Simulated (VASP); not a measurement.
# CdS (Hawleyite) (F-43m) in VASP: notebook, part 2 of 3

VASP 6.6.1. Earlier steps stand in the parts before.

**3. Vibrations by perturbation theory, PBE**

Contents of INCAR:

```
PREC     = Accurate       # precision mode
ENCUT    = 520            # plane-wave cutoff, eV
EDIFF    = 1E-8           # SCF threshold, eV
ISMEAR   = 0              # smearing method
SIGMA    = 0.01           # smearing width, eV
LREAL    = False          # projectors in reciprocal space
LASPH    = True           # aspherical terms in the spheres
NELM     = 60             # most SCF steps
ALGO     = Normal         # electronic algorithm
ISIF     = 2              # what is computed and relaxed
LWAVE    = False          # write WAVECAR
LCHARG   = False          # write CHGCAR
GGA      = PE             # functional
NBANDS   = 16             # bands
IBRION   = 8              # ionic algorithm
NSW      = 1              # ionic steps
LEPSILON = True           # dielectric tensor by DFPT
```

Contents of KPOINTS:

```
Automatic mesh
0
Gamma
  6 6 6
```

Contents of POSCAR:

```
CdS
1.0
    0.0000000000      2.9165000000      2.9165000000
    2.9165000000      0.0000000000      2.9165000000
    2.9165000000      2.9165000000      0.0000000000
Cd S
1 1
Direct
    0.0000000000      0.0000000000      0.0000000000
    0.7500000000      0.7500000000      0.7500000000
```

Potentials or basis: VASP PAW PBE potentials, release 64 (Cd, S).

The run is started by

```bash
$ cat potpaw_PBE.64/Cd/POTCAR potpaw_PBE.64/S/POTCAR > POTCAR
$ mpirun -np 1 vasp_std > vasp.out
```

OUTCAR:

```text
PREC = Accurate
   ENCUT = 520
   EDIFF = 1E-8
   ISMEAR = 0
   LREAL = False
   LASPH = True
   NELM = 60
   ISIF = 2
   GGA = PE
   IBRION = 8
   NSW = 1
   LEPSILON = True

 ion  position               nearest neighbor table
   1  0.000  0.000  0.000-   2 2.53   2 2.53   2 2.53   2 2.53
   2  0.750  0.750  0.750-   1 2.53   1 2.53   1 2.53   1 2.53

  LATTYP: Found a face centered cubic cell.
 ALAT       =     5.8330000000

  Lattice vectors:

 A1 = (   0.0000000000,   2.9165000000,   2.9165000000)
 A2 = (   2.9165000000,   0.0000000000,   2.9165000000)
 A3 = (   2.9165000000,   2.9165000000,   0.0000000000)

Analysis of symmetry for initial positions (statically):
=====================================================================
 Subroutine PRICEL returns:
 Original cell was already a primitive cell.

 Routine SETGRP: Setting up the symmetry group for a
 face centered cubic supercell.

 Subroutine GETGRP returns: Found 24 space group operations
 (whereof 24 operations were pure point group operations)
 out of a pool of 48 trial point group operations.

The static configuration has the point symmetry T_d .

Analysis of symmetry for dynamics (positions and initial velocities):
=====================================================================
 Subroutine PRICEL returns:
 Original cell was already a primitive cell.

 Routine SETGRP: Setting up the symmetry group for a
 face centered cubic supercell.

 Subroutine GETGRP returns: Found 24 space group operations
[... 552 lines left out ...]
          XX          YY          ZZ          XY          YZ          ZX
  --------------------------------------------------------------------------------
  x     0.00000    -0.00000    -0.00000     0.00000     0.66490     0.00000
  y     0.00000    -0.00000     0.00000     0.00000     0.00000     0.66490
  z     0.00000    -0.00000     0.00000     0.66490     0.00000     0.00000

 BORN EFFECTIVE CHARGES (including local field effects) (in |e|, cummulative output)
 ---------------------------------------------------------------------------------
 ion    1
    1     2.27212     0.00000     0.00000
    2     0.00000     2.27212    -0.00000
    3    -0.00000    -0.00000     2.27212
 ion    2
    1    -2.27212    -0.00000    -0.00000
    2    -0.00000    -2.27212     0.00000
    3     0.00000     0.00000    -2.27212

 INTERNAL STRAIN TENSOR FOR ION    2 for displacements in x,y,z  (eV/Angst):
          X           Y           Z          XY          YZ          ZX
  --------------------------------------------------------------------------------
  x    -0.00000     0.00000     0.00000     0.00000     7.08204     0.00000
  y     0.00000    -0.00000     0.00000     0.00000     0.00000     7.08204
  z     0.00000     0.00000    -0.00000     7.08204     0.00000     0.00000

 SECOND DERIVATIVES (NOT SYMMETRIZED)
 ------------------------------------
               1X          1Y          1Z          2X          2Y          2Z
  1X    -5.258132    0.000000    0.000000    5.258132    0.000000    0.000000
  1Y     0.000000   -5.258132    0.000000    0.000000    5.258132    0.000000
  1Z     0.000000    0.000000   -5.258132    0.000000    0.000000    5.258132
  2X     5.234694    0.000000    0.000000   -5.234694    0.000000    0.000000
  2Y     0.000000    5.234694    0.000000    0.000000   -5.234694    0.000000
  2Z     0.000000    0.000000    5.234694    0.000000    0.000000   -5.234694

 Eigenvectors and eigenvalues of the dynamical matrix
 ----------------------------------------------------

   1 f  =    7.164482 THz    45.015769 2PiTHz  238.981401 cm-1    29.629904 meV
             X         Y         Z           dx          dy          dz
      0.000000  0.000000  0.000000    -0.471930    0.000000    0.000000
      4.374750  4.374750  4.374750     0.881636    0.000000    0.000000
[... 21 lines left out ...]
   6 f/i=    0.006658 THz     0.041836 2PiTHz    0.222100 cm-1     0.027537 meV
             X         Y         Z           dx          dy          dz
      0.000000  0.000000  0.000000     0.000000   -0.823133   -0.315807
      4.374750  4.374750  4.374750     0.000000   -0.440614   -0.169048

--------------------------------------------------------------------------------------------------------

 MACROSCOPIC STATIC DIELECTRIC TENSOR IONIC CONTRIBUTION
 ------------------------------------------------------
           3.588810    -0.000000     0.000000
          -0.000000     3.588810     0.000000
           0.000000     0.000000     3.588810
 ------------------------------------------------------

 ELASTIC MODULI CONTR FROM IONIC RELAXATION (kBar)
 Direction    XX          YY          ZZ          XY          YZ          ZX
 --------------------------------------------------------------------------------
 XX          -0.0000      0.0000      0.0000     -0.0000      0.0000     -0.0000
 YY           0.0000     -0.0000      0.0000     -0.0000     -0.0000      0.0000
 ZZ           0.0000      0.0000     -0.0000      0.0000     -0.0000     -0.0000
 XY          -0.0000     -0.0000      0.0000   -313.2604     -0.0000     -0.0000
 YZ           0.0000     -0.0000     -0.0000     -0.0000   -313.2604      0.0000
 ZX          -0.0000      0.0000     -0.0000     -0.0000      0.0000   -313.2604
 --------------------------------------------------------------------------------

 PIEZOELECTRIC TENSOR IONIC CONTR  for field in x, y, z        (C/m^2)
          XX          YY          ZZ          XY          YZ          ZX
  --------------------------------------------------------------------------------
  x     0.00000    -0.00000    -0.00000    -0.00000    -0.99770     0.00000
  y    -0.00000     0.00000    -0.00000    -0.00000     0.00000    -0.99770
  z    -0.00000    -0.00000     0.00000    -0.99770    -0.00000    -0.00000
```

OSZICAR:

```text
N       E                     dE             d eps       ncg     rms          rms(c)
DAV:   1     0.111073585797E+03    0.11107E+03   -0.90253E+03   520   0.102E+03
DAV:   2    -0.238685309740E+01   -0.11346E+03   -0.10737E+03   616   0.257E+02
DAV:   3    -0.663749737531E+01   -0.42506E+01   -0.42430E+01   656   0.519E+01
[... 170 lines left out ...]
RMM:   8    -0.107924678844E+00    0.18924E-05    0.66839E-09  2504   0.275E-04    0.157E-04
RMM:   9    -0.107924598199E+00    0.80645E-07   -0.11660E-08  2483   0.193E-04    0.268E-05
RMM:  10    -0.107924842141E+00   -0.24394E-06    0.11759E-09  2557   0.431E-05    0.397E-05
RMM:  11    -0.107924794897E+00    0.47244E-07    0.48309E-09  2411   0.203E-05    0.414E-06
RMM:  12    -0.107924808681E+00   -0.13784E-07    0.72459E-09  2336   0.438E-06    0.245E-06
RMM:  13    -0.107924812763E+00   -0.40813E-08    0.13095E-08  1945   0.297E-06    0.156E-07
 Linear response finished
```

stdout:

```text
POSCAR found type information on POSCAR CdS
 POSCAR found :  2 types and       2 ions
 scaLAPACK will be used
 LDA part: xc-table for (Slater+PW92), standard interpolation
 POSCAR, INCAR and KPOINTS ok, starting setup
 FFT: planning ... GRIDC
 FFT: planning ... GRID_SOFT
 FFT: planning ... GRID
 WAVECAR not read
 entering main loop
[... 23 lines left out ...]
  Direction:   3
 dielectric tensor                  component  3 :     1.053     0.781     7.311
 Linear response DOF=           2
 Linear response progress:
 first order change of Fermi-energy   0.97814E-03
 force on displaced ion       1 direction 1 :  -5.258  -0.000  -0.000
 Born effective charge ion    1 direction 1 :   2.226   0.000   0.000
 Linear response progress:
 first order change of Fermi-energy  -0.32607E-03
 force on displaced ion       2 direction 1 :  -5.235   0.000   0.000
 Born effective charge ion    2 direction 1 :  -2.318   0.000   0.000
 Born effective charges drift removed
 Linear response finished
```

It took 2.6 min on 1 thread of Intel Xeon Platinum 8559C (Emerald Rapids), shared host; peak memory 0.26 GiB.

What came out:

| Property | Result |
| --- | --- |
| Electronic dielectric tensor (diagonal) | 7.31 |
| Born charges (mean of the diagonal) | Cd +2.27; S -2.27 e |
| Highest phonon frequency at Γ, LO-TO splitting left out | 239 cm⁻¹ |

Phonon frequencies in cm⁻¹ (negative: imaginary):
| q point | frequencies |
| --- | --- |
| (0.000, 0.000, 0.000) | 0 0 0 239 239 239 |

Electronic dielectric tensor:
```
7.31 0.00 0.00
0.00 7.31 0.00
0.00 0.00 7.31
```

Born effective charge tensors (e):
atom 1, Cd
```
2.27 0.00 0.00
0.00 2.27 0.00
0.00 0.00 2.27
```
atom 2, S
```
-2.27  0.00  0.00
 0.00 -2.27  0.00
 0.00  0.00 -2.27
```

Caveat: the cell wasn't relaxed at this level first, which shifts response properties.

(Part 2 of 3 ends here.)
